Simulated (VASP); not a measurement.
TiO2 (TiO2 (P4_2/mnm)), 24 atoms in the cell. It takes space group P4_2/mnm (No. 136, tetragonal). Conventional cell: a = 4.644 Å, b = 4.644 Å, c = 2.964 Å, α = 90.00°, β = 90.00°, γ = 90.00°. Ti (site symmetry mmm) has 6 O at 1.96 to 2.00 Å within 2.6 Å. Within 2.6 Å of O (site symmetry m2m) lie 3 Ti at 1.96 to 2.00 Å and 1 O at 2.56 Å. 

* Program: VASP 6.6.1
* Task: single point
* Functional: LDA
* Potentials or basis: VASP PAW LDA potentials, release 64 (Ti_sv, O)
* Cutoff: 600 eV
* k mesh: 1 × 1 × 1, shifted
* Occupations: gaussian, width 0.01 eV
* Spin: no spin polarisation
* Dipole correction: no
* Further INCAR settings: ALGO = Normal; EDIFF = 1e-06; NBANDS = 114

Potentials or basis: VASP PAW LDA potentials, release 64 (Ti_sv, O).

Command:

```sh
$ cat potpaw_LDA.64/Ti_sv/POTCAR potpaw_LDA.64/O/POTCAR > POTCAR
$ mpirun -np 1 vasp_std > vasp.out
```

Hardware: 1 thread of Intel Xeon 6975P-C, with other jobs on the host.

Problem. How long does it take, and how much memory?

Solution. It took 84 s on 1 thread of Intel Xeon 6975P-C, with other jobs on the host, peak memory 0.29 GiB. Counts: scf iterations 17, k points 1.
